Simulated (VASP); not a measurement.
CdSe (Cadmoselite): single point with PBE

The system is CdSe (Cadmoselite).

```xyz
4
Lattice="4.3000 0.0000 0.0000 -2.1500 3.7239 0.0000 0.0000 0.0000 7.0200" Properties=species:S:1:pos:R:3 pbc="T T T"
Cd    2.1500    1.2413    3.5100
Cd    0.0000    2.4826    0.0000
Se    2.1500    1.2413    6.2127
Se    0.0000    2.4826    2.7027
```

```
Program             : VASP 6.6.1
Task                : single point
Functional          : PBE
Potentials or basis : VASP PAW PBE potentials, release 64 (Cd, Se)
Cutoff              : 520 eV
k mesh              : 7 × 7 × 4
Occupations         : gaussian, width 0.027 eV
Spin                : no spin polarisation
```

```yaml
Pressure: 3.3 GPa
Largest_force: 0.291 eV/Å
Band_gap_on_the_k_mesh: 0.70 eV, direct
```

Forces in eV/Å, atoms in the order of the input:
```
Cd   0.000  0.000  0.291
Cd   0.000  0.000  0.291
Se   0.000  0.000 -0.291
Se   0.000  0.000 -0.291
```

Stress tensor (GPa, compression positive):
```
4.03 0.00 0.00
0.00 4.03 0.00
0.00 0.00 1.93
```

Levels at points of the mesh, in eV from the valence-band top:
```
           k point  band 15  band 16  band 17  band 18  band 19  band 20  band 21  band 22
(0.00, 0.00, 0.00)    -0.72    -0.01     0.00     0.00     0.70     2.12     5.88     5.88
(0.00, 0.00, 0.50)    -0.37    -0.37    -0.37    -0.37     2.34     2.34     5.83     5.83
```

It used 110 s of CPU time on 1 thread of AMD EPYC 7R13 Processor (Zen 3), on a shared host.

PBE gaps usually lie below the measured ones, often by a third to a half.
